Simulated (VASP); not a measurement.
# Na12H7C2N in VASP: single point with PBE+D3(BJ)

Aim: the single point of Na12H7C2N with PBE+D3(BJ).

Program: VASP 6.6.1. These are calculated values, not measurements. Logs are shortened: lines on timing, memory, paths and dates and some standing lists are left out, and cuts for length are marked.

## 1. The cell of the first run

The cell holds a slab with vacuum, 22 atoms: a = 7.063 Å, b = 7.063 Å, c = 27.969 Å, α = 90.00°, β = 90.00°, γ = 109.47°.

## 2. Single point, PBE+D3(BJ)

The input, INCAR:

```
SYSTEM = Na12H7C2N
ALGO = Normal ; DIPOL = 0.5 0.5 0.494
EDIFF = 1E-6 ; ENCUT = 520
GGA = PE ; IDIPOL = 3
ISIF = 2 ; ISMEAR = 0
IVDW = 12 ; LASPH = .TRUE.
LCHARG = .TRUE. ; LDIPOL = .TRUE.
LELF = .TRUE. ; LREAL = Auto
LVACPOTAV = .TRUE. ; LVHAR = .TRUE.
LWAVE = .FALSE. ; NBANDS = 69
NELM = 100 ; PREC = Accurate
SIGMA = 0.1
```

The input, KPOINTS:

```
k-points
0
G
  3 3 1
  0 0 0
```

The input, POSCAR:

```
Na12H7C2N
1.0
    7.0632143068      0.0000000000      0.0000000000
   -2.3544047689      6.6592623111      0.0000000000
    0.0000000000      0.0000000000     27.9687903319
Na C N H
12 2 1 7
Direct
    0.2500000000      0.2500000000      0.2860331071
    0.2500000000      0.7500000000      0.2860331071
    0.7500000000      0.2500000000      0.2860331071
    0.7500000000      0.7500000000      0.2860331071
    0.4975841888      0.5048993581      0.3882263153
    0.5077805847      0.0074276246      0.3940731333
   -0.0053360866      0.4935078979      0.3946895974
    0.0044074661     -0.0048943927      0.3874838188
    0.7566357065      0.7526109686      0.4904228551
    0.7428011246      0.2455731294      0.5070267461
    0.2578127243      0.7541217512      0.4992461936
    0.2460381192      0.2499995306      0.4895527797
    0.6141734366      0.3444355931      0.6180928403
    0.8784488907      0.1947125168      0.6199458945
    0.7920910138      0.3270117224      0.5942059437
    0.6408422362      0.3895001064      0.6560885790
    0.4921511238      0.1988947240      0.6165600809
    0.5628416303      0.4549330209      0.5991559017
    0.8983542656      0.4669640280      0.5914720278
    0.9111060178      0.2370161326      0.6579437851
    1.0180588909      0.1962978324      0.6022779435
    0.7730672986      0.0397349327      0.6186229554
```

Potentials or basis: VASP PAW PBE potentials, release 64 (Na_pv, C, N, H).

Launch:

```console
$ cat potpaw_PBE.64/Na_pv/POTCAR potpaw_PBE.64/C/POTCAR potpaw_PBE.64/N/POTCAR potpaw_PBE.64/H/POTCAR > POTCAR
$ mpirun -np 1 vasp_std > vasp.out
```

OUTCAR:

```text
SYSTEM = Na12H7C2N
   EDIFF = 1E-6
   ENCUT = 520
   GGA = PE
   ISIF = 2
   ISMEAR = 0
   IVDW = 12
   LASPH = .TRUE.
   LREAL = Auto
   NELM = 100
   PREC = Accurate
 IVDW          = 12

 ion  position               nearest neighbor table
   1  0.250  0.250  0.286-
   2  0.250  0.750  0.286-
   3  0.750  0.250  0.286-
   4  0.750  0.750  0.286-
   5  0.498  0.505  0.388-
   6  0.508  0.007  0.394-
   7  0.995  0.494  0.395-
   8  0.004  0.995  0.387-
   9  0.757  0.753  0.490-
  10  0.743  0.246  0.507-
  11  0.258  0.754  0.499-
  12  0.246  0.250  0.490-
  13  0.614  0.344  0.618-  18 1.10  17 1.10  16 1.11  15 1.46
  14  0.878  0.195  0.620-  21 1.10  22 1.10  20 1.11  15 1.46
  15  0.792  0.327  0.594-  19 1.03  14 1.46  13 1.46
  16  0.641  0.390  0.656-  13 1.11
  17  0.492  0.199  0.617-  13 1.10
  18  0.563  0.455  0.599-  13 1.10
  19  0.898  0.467  0.591-  15 1.03
  20  0.911  0.237  0.658-  14 1.11
  21  0.018  0.196  0.602-  14 1.10
  22  0.773  0.040  0.619-  14 1.10

  LATTYP: Found a base centered orthorhombic cell.
 ALAT       =     8.1558973628
 B/A-ratio  =     1.4142135624
 C/A-ratio  =     3.4292719842

  Lattice vectors:

 A1 = (   7.0632143068,   0.0000000000,   0.0000000000)
 A2 = (  -2.3544047689,   6.6592623111,   0.0000000000)
 A3 = (   0.0000000000,   0.0000000000,  27.9687903319)

Analysis of symmetry for initial positions (statically):
=====================================================================
 Subroutine PRICEL returns:
 Original cell was already a primitive cell.

 Routine SETGRP: Setting up the symmetry group for a
 base centered orthorhombic supercell.

 Subroutine GETGRP returns: Found  1 space group operations
 (whereof  1 operations were pure point group operations)
 out of a pool of  8 trial point group operations.

The static configuration has the point symmetry C_1 .

Analysis of symmetry for dynamics (positions and initial velocities):
=====================================================================
 Subroutine PRICEL returns:
 Original cell was already a primitive cell.

 Routine SETGRP: Setting up the symmetry group for a
 base centered orthorhombic supercell.

 Subroutine GETGRP returns: Found  1 space group operations
 (whereof  1 operations were pure point group operations)
 out of a pool of  8 trial point group operations.

The dynamic configuration has the point symmetry C_1 .

 Subroutine INISYM returns: Found  1 space group operations
 (whereof  1 operations are pure point group operations),
 and found     1 'primitive' translations

----------------------------------------------------------------------------------------

                                     Primitive cell

  volume of cell :    1315.5343

  direct lattice vectors                    reciprocal lattice vectors
     7.063214307  0.000000000  0.000000000     0.141578601  0.050055594  0.000000000
    -2.354404769  6.659262311  0.000000000     0.000000000  0.150166783  0.000000000
     0.000000000  0.000000000 27.968790332     0.000000000  0.000000000  0.035754138

  length of vectors
     7.063214307  7.063214307 27.968790332     0.150166783  0.150166783  0.035754138

  position of ions in fractional coordinates (direct lattice)
     0.250000000  0.250000000  0.286033107
     0.250000000  0.750000000  0.286033107
     0.750000000  0.250000000  0.286033107
     0.750000000  0.750000000  0.286033107
     0.497584189  0.504899358  0.388226315
     0.507780585  0.007427625  0.394073133
[... 14 lines left out ...]
     0.018058891  0.196297832  0.602277943
     0.773067299  0.039734933  0.618622955

  ion indices of the primitive-cell ions
   primitive index   ion index
                 1           1
                 2           2
                 3           3
                 4           4
                 5           5
                 6           6
[... 14 lines left out ...]
                21          21
                22          22

----------------------------------------------------------------------------------------

 KPOINTS: k-points

Automatic generation of k-mesh.
 Grid dimensions read from file:
 generate k-points for:    3    3    1

 Generating k-lattice:

  Cartesian coordinates                     Fractional coordinates (reciprocal lattice)
     0.047192867  0.016685198  0.000000000     0.333333333  0.000000000  0.000000000
     0.000000000  0.050055594  0.000000000     0.000000000  0.333333333  0.000000000
     0.000000000  0.000000000  0.035754138     0.000000000  0.000000000  1.000000000

  Length of vectors
     0.050055594  0.050055594  0.035754138

  Shift w.r.t. Gamma in fractional coordinates (k-lattice)
     0.000000000  0.000000000  0.000000000

 Subroutine IBZKPT returns following result:
 ===========================================

 Found      5 irreducible k-points:

 Following reciprocal coordinates:
            Coordinates               Weight
  0.000000  0.000000  0.000000      1.000000
  0.333333  0.000000  0.000000      2.000000
  0.000000  0.333333  0.000000      2.000000
  0.333333  0.333333  0.000000      2.000000
 -0.333333  0.333333  0.000000      2.000000
   k-points           NKPTS =      5   k-points in BZ     NKDIM =      5   number of bands    NBANDS=     69
   number of dos      NEDOS =    301   number of ions     NIONS =     22
   total plane-waves  NPLWV = 612360
   dimension x,y,z NGX =    54 NGY =   54 NGZ =  210
   dimension x,y,z NGXF=   108 NGYF=  108 NGZF=  420
   ions per type =              12   2   1   7
   NGX,Y,Z   is equivalent  to a cutoff of  12.71, 12.71, 12.48 a.u.
   NGXF,Y,Z  is equivalent  to a cutoff of  25.42, 25.42, 24.96 a.u.
 SYSTEM =  Na12H7C2N
   PREC   = accura    normal or accurate (medium, high low for compatibility)
   ISTART =      0    job   : 0-new  1-cont  2-samecut
   ICHARG =      2    charge: 1-file 2-atom 10-const
   ISPIN  =      1    spin polarized calculation?
   LNONCOLLINEAR =      F non collinear calculations
   LSORBIT =      F    spin-orbit coupling
   LASPH  =      T    aspherical Exc in radial PAW
   ENCUT  =  520.0 eV  38.22 Ry    6.18 a.u.  13.13 13.13 52.00*2*pi/ulx,y,z
   NELM   =    100;   NELMIN=  2; NELMDL= -5     # of ELM steps
   EDIFF  = 0.1E-05   stopping-criterion for ELM
   LREAL  =      T    real-space projection
   EDIFFG = 0.1E-04   stopping-criterion for IOM
   NSW    =      0    number of steps for IOM
   IBRION =     -1    ionic relax: 0-MD 1-quasi-New 2-CG
   NFREE  =      0    steps in history (QN), initial steepest desc. (CG)
   ISIF   =      2    stress and relaxation
   ISYM   =      2    0-nonsym 1-usesym 2-fastsym
   POTIM  = 0.5000    time-step for ionic-motion
   TEBEG  =    0.0;   TEEND  =   0.0 temperature during run
   PSTRESS=    0.0 pullay stress
   NELECT =     104.0000    total number of electrons
   NUPDOWN=      -1.0000    fix difference up-down
   EMIN   =  10.00;   EMAX   =-10.00  energy-range for DOS
   EFERMI =   0.00;   METHOD = LEGACY
   ISMEAR =     0;   SIGMA  =   0.10  broadening in eV -4-tet -1-fermi 0-gaus
   EFERMI_NEDOS =   21; number of points for ismear=-14 and -15
   IALGO  =     38    algorithm
   IMIX   =      4    mixing-type and parameters
     AMIX     =   0.40;   BMIX     =  1.00
     AMIX_MAG =   1.60;   BMIX_MAG =  1.00
  volume/ion in A,a.u.               =      59.80       403.53
  Fermi-wavevector in a.u.,A,eV,Ry     =   0.702617  1.327753  6.716794  0.493670
  Thomas-Fermi vector in A             =   1.787365
   LORBIT       =      0    0 simple, 1 ext, 2 COOP (PROOUT), +10 PAW based schemes
   GGA     = PE    functional components
   LHFCALC =     F    Hartree Fock is set to
   AEXX    =    0.0000 exact exchange contribution
   IVDW    =    12    specifies the selected vdW correction
   LEPSILON=     F    determine dielectric tensor
   LRPA    =     F    only Hartree local field effects (RPA)
 non-spin polarized calculation
 Gauss-broadening in eV      SIGMA  =   0.10
  energy-cutoff  :      520.00
  volume of cell :     1315.53
 maximum number of plane-waves:     35461
 NGX is ok and might be reduce to    54
   NGX = 27   NGY = 27   NGZ =105

 dipolmoment           0.000000      0.000000      0.199786 electrons x Angstroem

 number of electron     104.0000001 magnetization

 dipolmoment           0.000000      0.000000     -0.200346 electrons x Angstroem

 Free energy of the ion-electron system (eV)
  ---------------------------------------------------
  ext. energy  EPLUGINS =         0.00000000
  ---------------------------------------------------
  free energy    TOTEN  =       -66.67393276 eV

  energy without entropy =      -66.64811217  energy(sigma->0) =      -66.66102247

 E-fermi :  -1.1428     XC(G=0):  -3.1588

 val. band max:       -1.3518778204   @ k =   0.3333   0.0000   0.0000
 cond. band min:      -1.0976858110   @ k =  -0.3333   0.3333   0.0000
 fundamental gap:      0.2541920094
 Fermi energy:        -1.1427960083

 k-point     1 :       0.0000    0.0000    0.0000
  band No.  band energies     occupation
      1     -26.3417      2.00000
      2     -26.3364      2.00000
      3     -26.3341      2.00000
      4     -26.3314      2.00000
      5     -26.3266      2.00000
      6     -26.3260      2.00000
[... 56 lines left out ...]
     63       0.9838      0.00000
     64       1.1858      0.00000

 k-point     2 :       0.3333    0.0000    0.0000
  band No.  band energies     occupation
      1     -26.3383      2.00000
      2     -26.3361      2.00000
      3     -26.3298      2.00000
      4     -26.3267      2.00000
      5     -26.3262      2.00000
      6     -26.3259      2.00000
[... 56 lines left out ...]
     63       1.1958      0.00000
     64       1.3857      0.00000

 k-point     3 :       0.0000    0.3333    0.0000
  band No.  band energies     occupation
      1     -26.3383      2.00000
      2     -26.3361      2.00000
      3     -26.3298      2.00000
      4     -26.3266      2.00000
      5     -26.3263      2.00000
      6     -26.3260      2.00000
[... 56 lines left out ...]
     63       1.1709      0.00000
     64       1.3542      0.00000

 k-point     4 :       0.3333    0.3333    0.0000
  band No.  band energies     occupation
      1     -26.3359      2.00000
      2     -26.3321      2.00000
      3     -26.3267      2.00000
      4     -26.3262      2.00000
      5     -26.3254      2.00000
      6     -26.3207      2.00000
[... 56 lines left out ...]
     63       1.1723      0.00000
     64       1.4211      0.00000

 k-point     5 :      -0.3333    0.3333    0.0000
  band No.  band energies     occupation
      1     -26.3359      2.00000
      2     -26.3327      2.00000
      3     -26.3268      2.00000
      4     -26.3264      2.00000
      5     -26.3260      2.00000
      6     -26.3227      2.00000
[... 56 lines left out ...]
     63       1.1256      0.00000
     64       1.4182      0.00000
 [bands above 64 left out]

------------------------ aborting loop because EDIFF is reached ----------------------------------------

 Edisp (eV)   -1.78384

 E8    (eV) :    -0.8286

  FORCE on cell =-STRESS in cart. coord.  units (eV):
  Direction    XX          YY          ZZ          XY          YZ          ZX
  --------------------------------------------------------------------------------------
  -------------------------------------------------------------------------------------
  Total      -0.35498    -1.09489    -0.07474    -1.04164    -0.04334    -0.02037
  in kB      -0.43233    -1.33346    -0.09103    -1.26860    -0.05278    -0.02481
  external pressure =       -0.62 kB  Pullay stress =        0.00 kB

 VOLUME and BASIS-vectors are now :
 -----------------------------------------------------------------------------
  energy-cutoff  :      520.00
  volume of cell :     1315.53
      direct lattice vectors                 reciprocal lattice vectors
     7.063214307  0.000000000  0.000000000     0.141578601  0.050055594  0.000000000
    -2.354404769  6.659262311  0.000000000     0.000000000  0.150166783  0.000000000
     0.000000000  0.000000000 27.968790332     0.000000000  0.000000000  0.035754138

 POSITION                                       TOTAL-FORCE (eV/Angst)
 -----------------------------------------------------------------------------------
      1.17720      1.66482      8.00000         0.002452      0.003540     -0.028400
      0.00000      4.99445      8.00000         0.000905     -0.001136      0.045907
      4.70881      1.66482      8.00000         0.001936      0.001443      0.009581
      3.53161      4.99445      8.00000        -0.000828     -0.001019     -0.030982
      2.32581      3.36226     10.85822        -0.000363      0.000371      0.000001
      3.56908      0.04946     11.02175         0.000210     -0.000094      0.000125
[... 14 lines left out ...]
     -0.33461      1.30720     16.84499         0.016483     -0.001648     -0.004874
      5.36679      0.26461     17.30214        -0.002059     -0.014339      0.000993
 -----------------------------------------------------------------------------------
    total drift:                               -0.010171     -0.000500     -0.000264

  FREE ENERGIE OF THE ION-ELECTRON SYSTEM (eV)
  ---------------------------------------------------
  free  energy   TOTEN  =       -68.4577769063 eV

  energy  without entropy=      -68.4319563192  energy(sigma->0) =      -68.44486661

 vacuum level on the upper side and lower side of the slab         0.965         1.735
```

Run time: 43 min. Hardware: 1 thread of Intel Xeon 8259CL, shared host; peak memory 1.3 GiB.

Results:

| Item | Value |
| --- | --- |
| Free energy | -68.4578 eV |
| Largest force | 0.048 eV/Å |
| Band gap on the k mesh | zero (bands 52 and 53 overlap by 0.45 eV) |
| Dispersion energy per atom | -0.081 eV |

Forces in eV/Å, atoms in the order of the input:
```
Na   0.002  0.004 -0.028
Na   0.001 -0.001  0.046
Na   0.002  0.001  0.010
Na  -0.001 -0.001 -0.031
Na   0.000  0.000  0.000
Na   0.000  0.000  0.000
Na  -0.001  0.000  0.000
Na   0.001 -0.001 -0.001
Na   0.001 -0.001  0.000
Na   0.000  0.000  0.000
Na   0.000  0.000  0.000
Na   0.001  0.000  0.000
C   -0.033 -0.004 -0.002
C    0.013 -0.026  0.012
N    0.018  0.043 -0.011
H    0.002  0.005  0.015
H   -0.010 -0.012  0.000
H   -0.014  0.012 -0.009
H   -0.002 -0.006 -0.014
H    0.004  0.004  0.016
H    0.016 -0.002 -0.005
H   -0.002 -0.014  0.001
```

Levels at points of the mesh, in eV from the Fermi level:
```tsv
k point	band 50	band 51	band 52	band 53	band 54	band 55
(0.00, 0.00, 0.00)	0.09	0.15	0.17	0.18	0.46	0.81
```
